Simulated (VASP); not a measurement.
Write the native input for VASP 6.6.1 that does the following.

```
Task                   : single point
Functional             : PBE
Potentials or basis    : VASP PAW PBE potentials, release 64 (Al, Ru_pv)
Cutoff                 : 520 eV
k mesh                 : 20 × 20 × 20
Occupations            : gaussian, width 0.15 eV
Spin                   : no spin polarisation
Dipole correction      : no
Further INCAR settings : ALGO = Fast; EDIFF = 1e-06; NBANDS = 16
```

The structure of AlRu lies in POSCAR:

```
AlRu
1.0
    3.0040847246      0.0000000000      0.0000000000
    0.0000000000      3.0040847246      0.0000000000
    0.0000000000      0.0000000000      3.0040847246
Al Ru
1 1
Direct
    0.0000000000      0.0000000000     -0.0748980207
    0.5000000000      0.5000000000      0.5000000000
```

This cell differs from its parent crystal: atom 1 (Al) moved by (+0.000, -0.225) A along [1 1 0] and z.

One way to write it, as run:

INCAR

```
SYSTEM = AlRu
PREC = Accurate
ENCUT = 520
EDIFF = 1E-6
ISMEAR = 0
SIGMA = 0.15
LREAL = .False.
LASPH = .True.
NELM = 100
ALGO = Fast
ISIF = 2
LWAVE = .False.
LCHARG = .False.
GGA = PE
NBANDS = 16
```

KPOINTS

```
Automatic mesh
0
Gamma
  20 20 20
  0 0 0
```

Potentials or basis: VASP PAW PBE potentials, release 64 (Al, Ru_pv).

Launch:

```bash
$ cat potpaw_PBE.64/Al/POTCAR potpaw_PBE.64/Ru_pv/POTCAR > POTCAR
$ mpirun -np 1 vasp_std > vasp.out
```

Results of the run:

```
Pressure               : 3.7 GPa
Largest force          : 1.657 eV/Å
Band gap on the k mesh : zero (an odd number of electrons rules out a gap without spin polarisation)
```

Caveat: the cell differs from its parent crystal (atom 1 (Al) moved by (+0.000, -0.225) A along [1 1 0] and z); the cell stands under pressure; forces of over 1 eV/Å act on the atoms, so gaps and moduli don't describe the material at rest.

Run time: 4.6 min on 1 thread of Intel Xeon 8259CL, on a shared host, peak memory 0.39 GiB.
